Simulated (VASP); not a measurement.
Set up this calculation in VASP 6.6.1, as the native input.

```yaml
Task: single point
Functional: PBE
Potentials_or_basis: VASP PAW PBE potentials, release 64 (Ti_sv, O)
Cutoff: 520 eV
k_mesh: 13 × 13 × 13
Occupations: fermi-dirac, width 0.08 eV
Spin: no spin polarisation
Dipole_correction: no
Further_INCAR_settings: ALGO = Normal; EDIFF = 1e-06; NBANDS = 33
```

The structure of TiO2 lies in POSCAR:

```
TiO2
1.0
   -1.8669225403      1.8669225403      4.6927083350
    1.8669225403     -1.8669225403      4.6927083350
    1.8669225403      1.8669225403     -4.6927083350
Ti O
2 4
Direct
    0.0000000000      0.0000000000      0.0000000000
    0.7500000000      0.2500000000      0.5000000000
    0.2066000000      0.2066000000      0.0000000000
    0.9566000000      0.4566000000      0.5000000000
    0.5434000000      0.0434000000      0.5000000000
    0.7934000000      0.7934000000      0.0000000000
```

This cell differs from its parent crystal: volume scaled by 0.96.

The input as run:

INCAR

```
PREC = Accurate
ENCUT = 520
EDIFF = 1E-6
ISMEAR = -1
SIGMA = 0.08
LREAL = False
LASPH = True
NELM = 60
ALGO = Normal
ISIF = 2
LWAVE = False
LCHARG = False
GGA = PE
NBANDS = 33
```

KPOINTS

```
Automatic mesh
0
Gamma
  13 13 13
```

Potentials or basis: VASP PAW PBE potentials, release 64 (Ti_sv, O).

The run is started by

```sh
$ cat potpaw_PBE.64/Ti_sv/POTCAR potpaw_PBE.64/O/POTCAR > POTCAR
$ mpirun -np 1 vasp_std > vasp.out
```

It gave:

```yaml
Pressure: 17.0 GPa
Largest_force: 0.654 eV/Å
Band_gap_on_the_k_mesh: 2.24 eV, indirect (least direct gap 2.54 eV)
```

Run time: 18 min on 1 thread of Oxide Virtual Turin-like Processor (shared host), peak memory 0.44 GiB.
